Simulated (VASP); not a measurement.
Ga2BSb3:

```
Ga B Sb
1.0
     6.34777    0.00000    0.00000
    -3.17388    5.49733    0.00000
     0.00000    0.00000    3.70698
Ga B Sb
2 1 3
Direct
  0.33333 0.66667 0.50000
  0.66667 0.33333 0.50000
  0.00000 0.00000 0.50000
  0.00000 0.50000 0.00000
  0.50000 0.00000 0.00000
  0.50000 0.50000 0.00000
```

The cell was generated, and may not be a known phase.

* Program: VASP 6.6.1
* Task: relaxation of cell and atoms
* Functional: PBE
* Potentials or basis: VASP PAW PBE potentials, release 64 (Ga_d, B, Sb)
* Cutoff: 600 eV
* k mesh: 3 × 3 × 6
* Occupations: gaussian, width 0.1 eV
* Spin: no spin polarisation

At the start: pressure 20.2 GPa; volume 21.56 Å³/atom.

Q: Where does the relaxation end?

A: Over 3 steps the energy falls by 335.2 meV/atom and the volume is 28.14 Å³/atom (+30.5 %); space group P6/mmm (No. 191, to 0.1 Å) before and after.

Step by step:
```tsv
step	energy change (eV)	largest force (eV/Å)	pressure (GPa)	volume (Å³)
1	0.0000	0.0000	20.18	129.36
2	-1.8107	0.0000	-3.27	187.15
3	-2.0113	0.0000	0.16	168.83
```

Final structure:
```yaml
crystal:
  lattice:
    - [6.91247, 0.00000, 0.00000]
    - [-3.45623, 5.98637, 0.00000]
    - [0.00000, 0.00000, 4.07986]
  atoms:
    - { symbol: Ga, position: [0.33333, 0.66667, 0.50000] }
    - { symbol: Ga, position: [0.66667, 0.33333, 0.50000] }
    - { symbol: B, position: [0.00000, 0.00000, 0.50000] }
    - { symbol: Sb, position: [0.00000, 0.50000, 0.00000] }
    - { symbol: Sb, position: [0.50000, 0.00000, 0.00000] }
    - { symbol: Sb, position: [0.50000, 0.50000, 0.00000] }
```

Caveat: the k points lie up to 0.35 Å⁻¹ apart in the final cell, too coarse for converged energies and pressures of a metal; the volume moved by over 15 % at a fixed basis, so the end points are rough.
